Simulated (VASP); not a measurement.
## HfN: single point with LDA

The system is HfN.

```
CELL_PARAMETERS angstrom
3.13391 0.00000 0.00000
-1.56695 2.71404 0.00000
0.00000 0.00000 5.41677
ATOMIC_POSITIONS crystal
Hf 0.66667 0.33333 0.75000
Hf 0.33333 0.66667 0.25000
N 0.00000 0.00000 0.00000
N 0.00000 0.00000 0.50000
```

```yaml
Program: VASP 6.6.1
Task: single point
Functional: LDA
Potentials_or_basis: VASP PAW LDA potentials, release 64 (Hf_pv, N)
Cutoff: 520 eV
k_mesh: 8 × 8 × 4
Occupations: fermi-dirac, width 0.05 eV
Spin: no spin polarisation
```

| Item | Value |
| --- | --- |
| Pressure | -9.8 GPa |
| Band gap on the k mesh | zero (band 15 reaches 9.60 eV, above the bottom of band 16 at 7.32 eV) |

Stress tensor (GPa, compression positive):
```
-9.75  0.00  0.00
 0.00 -9.75  0.00
 0.00  0.00 -9.88
```

Levels at points of the mesh, in eV from the Fermi level:
```
           k point  band 11  band 12  band 13  band 14  band 15  band 16  band 17  band 18  band 19  band 20
(0.00, 0.00, 0.00)    -4.55    -3.40    -3.40    -1.52    -0.50     0.83     0.83     1.36     1.95     1.95
(0.50, 0.00, 0.00)    -5.56    -5.30    -3.05    -2.62    -2.23     2.62     2.93     4.56     4.75     5.63
(0.00, 0.00, 0.50)    -4.20    -4.20    -4.20    -4.20     2.00     2.00     3.02     3.02     3.02     3.02
(0.50, 0.00, 0.50)    -5.29    -5.29    -4.29    -4.29    -0.08    -0.08     4.87     4.87     4.91     4.91
```

Wall time 28 s on 1 thread of AMD EPYC 7R13 Processor (Zen 3), on a shared host, peak memory 0.13 GiB.

Caveat: spin-orbit coupling is left out, which moves the levels of the heavy elements.
